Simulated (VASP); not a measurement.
# AlCo (Pm-3m) in VASP: notebook, part 2 of 2

VASP 6.6.1. Earlier steps stand in the parts before.

## Step 4: Single point, r2SCAN, collinear spin, ferromagnetic start

This run uses another cell than the first one, of 10.34 Å³/atom.

Input file POSCAR:

```
AlCo
1.0
    2.7448956368      0.0000000000      0.0000000000
    0.0000000000      2.7448956368      0.0000000000
    0.0000000000      0.0000000000      2.7448956368
Al Co
1 1
Direct
    0.0000000000      0.0000000000      0.0000000000
    0.5000000000      0.5000000000      0.5000000000
```

Input file INCAR.step1:

```
SYSTEM = AlCo
ALGO = Normal
EDIFF = 1E-4
ENCUT = 520
GGA = PE
ISMEAR = 0
ISPIN = 2
LASPH = .TRUE.
LCHARG = .FALSE.
LMAXMIX = 4
LREAL = .FALSE.
LWAVE = .TRUE.
MAGMOM = 0 1.8
NBANDS = 17
NELM = 150
PREC = Accurate
SIGMA = 0.1
```

Input file INCAR.step2:

```
SYSTEM = AlCo
ALGO = Normal
EDIFF = 1E-6
ENCUT = 520
ISIF = 2
ISMEAR = 0
ISPIN = 2
ISTART = 1
LASPH = .TRUE.
LCHARG = .FALSE.
LMAXMIX = 4
LMIXTAU = .TRUE.
LORBIT = 11
LREAL = .FALSE.
LWAVE = .FALSE.
MAGMOM = 0 1.8
METAGGA = R2SCAN
NBANDS = 17
NELM = 150
PREC = Accurate
SIGMA = 0.1
```

Input file KPOINTS:

```
k-points
0
G
  12 12 12
  0 0 0
```

Potentials or basis: VASP PAW PBE potentials, release 64 (Al, Co).

Command:

```sh
cat potpaw_PBE.64/Al/POTCAR potpaw_PBE.64/Co/POTCAR > POTCAR
cp INCAR.step1 INCAR
mpirun -np 1 vasp_std > vasp.out
cp INCAR.step2 INCAR
mpirun -np 1 vasp_std > vasp.out
```

OUTCAR:

```text
SYSTEM = AlCo
   EDIFF = 1E-6
   ENCUT = 520
   ISIF = 2
   ISMEAR = 0
   ISPIN = 2
   ISTART = 1
   LASPH = .TRUE.
   LORBIT = 11
   LREAL = .FALSE.
   METAGGA = R2SCAN
   NELM = 150
   PREC = Accurate

 ion  position               nearest neighbor table
   1  0.000  0.000  0.000-   2 2.38   2 2.38   2 2.38   2 2.38   2 2.38   2 2.38   2 2.38   2 2.38

   2  0.500  0.500  0.500-   1 2.38   1 2.38   1 2.38   1 2.38   1 2.38   1 2.38   1 2.38   1 2.38

  LATTYP: Found a simple cubic cell.
 ALAT       =     2.7448956368

  Lattice vectors:

 A1 = (   2.7448956368,   0.0000000000,   0.0000000000)
 A2 = (   0.0000000000,   2.7448956368,   0.0000000000)
 A3 = (   0.0000000000,   0.0000000000,   2.7448956368)

Analysis of symmetry for initial positions (statically):
=====================================================================
 Subroutine PRICEL returns:
 Original cell was already a primitive cell.

 Routine SETGRP: Setting up the symmetry group for a
 simple cubic supercell.

 Subroutine GETGRP returns: Found 48 space group operations
 (whereof 48 operations were pure point group operations)
 out of a pool of 48 trial point group operations.

The static configuration has the point symmetry O_h .

Analysis of symmetry for dynamics (positions and initial velocities):
=====================================================================
 Subroutine PRICEL returns:
 Original cell was already a primitive cell.

 Routine SETGRP: Setting up the symmetry group for a
 simple cubic supercell.

 Subroutine GETGRP returns: Found 48 space group operations
 (whereof 48 operations were pure point group operations)
 out of a pool of 48 trial point group operations.

The dynamic configuration has the point symmetry O_h .

Analysis of structural, dynamic, and magnetic symmetry:
=====================================================================
 Subroutine PRICEL returns:
 Original cell was already a primitive cell.

 Routine SETGRP: Setting up the symmetry group for a
[... 150 lines left out ...]
  free energy    TOTEN  =       -20.97823913 eV

  energy without entropy =      -20.97549375  energy(sigma->0) =      -20.97686644

 E-fermi :  12.1147     XC(G=0): -13.8694

 val. band max:       12.0630750620   @ k =   0.5000   0.5000   0.2500
 cond. band min:      12.1404128184   @ k =   0.5000   0.4167   0.1667
 fundamental gap:      0.0773377563
 Fermi energy:        12.1147247440

 spin component 1

 k-point     1 :       0.0000    0.0000    0.0000
  band No.  band energies     occupation
      1      -0.4386      1.00000
      2       8.4555      1.00000
      3       8.4555      1.00000
      4      10.8597      1.00000
      5      10.8597      1.00000
      6      10.8597      1.00000
[... 459 lines left out ...]
      6      10.2473      1.00000
[... 9 lines left out ...]
     16      37.2100      0.00000
     17      37.2517      0.00000

 [... further k-points ...]

 spin component 2

 k-point     1 :       0.0000    0.0000    0.0000
  band No.  band energies     occupation
      1      -0.4380      1.00000
      2       8.4536      1.00000
      3       8.4536      1.00000
      4      10.8591      1.00000
      5      10.8591      1.00000
      6      10.8591      1.00000
[... 459 lines left out ...]
      6      10.2468      1.00000
[... 9 lines left out ...]
     16      37.2097      0.00000
     17      37.2519      0.00000

 [... further k-points ...]

------------------------ aborting loop because EDIFF is reached ----------------------------------------

  FORCE on cell =-STRESS in cart. coord.  units (eV):
  Direction    XX          YY          ZZ          XY          YZ          ZX
  --------------------------------------------------------------------------------------
  -------------------------------------------------------------------------------------
  Total        2.5356182      2.5356182      2.5356182     -0.0000000      0.0000000     -0.0000000
  in kB      196.4341254    196.4341254    196.4341254     -0.0000000      0.0000000     -0.0000000
  external PRESSURE =     196.4341254 kB  Pullay stress =       0.0000000 kB

 VOLUME and BASIS-vectors are now :
 -----------------------------------------------------------------------------
  energy-cutoff  :      520.00
  volume of cell :       20.68
      direct lattice vectors                 reciprocal lattice vectors
     2.744895637  0.000000000  0.000000000     0.364312576  0.000000000  0.000000000
     0.000000000  2.744895637  0.000000000     0.000000000  0.364312576  0.000000000
     0.000000000  0.000000000  2.744895637     0.000000000  0.000000000  0.364312576

 POSITION                                       TOTAL-FORCE (eV/Angst)
 -----------------------------------------------------------------------------------
      0.00000      0.00000      0.00000         0.000000      0.000000      0.000000
      1.37245      1.37245      1.37245         0.000000      0.000000      0.000000
 -----------------------------------------------------------------------------------
    total drift:                               -0.000000      0.000000      0.000000

  FREE ENERGIE OF THE ION-ELECTRON SYSTEM (eV)
  ---------------------------------------------------
  free  energy   TOTEN  =       -20.9782391339 eV

  energy  without entropy=      -20.9754937510  energy(sigma->0) =      -20.97686644

 total charge

# of ion       s       p       d       tot
------------------------------------------
    1        0.410   0.496   0.000   0.907
    2        0.501   0.652   7.576   8.729
--------------------------------------------------
tot          0.912   1.148   7.576   9.636

 magnetization (x)

# of ion       s       p       d       tot
------------------------------------------
    1        0.000   0.000   0.000   0.000
    2        0.000   0.000  -0.001  -0.001
--------------------------------------------------
tot          0.000   0.000  -0.001  -0.001
```

OUTCAR.step1:

```text
SYSTEM = AlCo
   EDIFF = 1E-4
   ENCUT = 520
   GGA = PE
   ISMEAR = 0
   ISPIN = 2
[... 1205 lines left out ...]
      0.00000      0.00000      0.00000         0.000000      0.000000      0.000000
      1.37245      1.37245      1.37245         0.000000      0.000000      0.000000
 -----------------------------------------------------------------------------------
    total drift:                               -0.000000      0.000000      0.000000

  FREE ENERGIE OF THE ION-ELECTRON SYSTEM (eV)
  ---------------------------------------------------
  free  energy   TOTEN  =       -11.8051700734 eV

  energy  without entropy=      -11.8015236041  energy(sigma->0) =      -11.80334684
```

Run time: 3.5 min. Hardware: 1 thread of AMD EPYC 7R13, shared host; peak memory 0.14 GiB.

What came out:

| Quantity | Value |
| --- | --- |
| Free energy | -20.9782 eV |
| Pressure | 19.6 GPa |
| Band gap on the k mesh | zero (filled and empty bands overlap) |
| Net moment | 0.00 μB per cell |
| Valence electrons inside the program's atomic spheres | Al 0.91; Co 8.73 |

Caveat: the cell stands under pressure; the moments typed at the start vanished in this run; the PAW data sets were made with another functional, which shifts forces and pressure a little.

The gap in the log of VASP goes by the Fermi energy; the results here count the filled bands.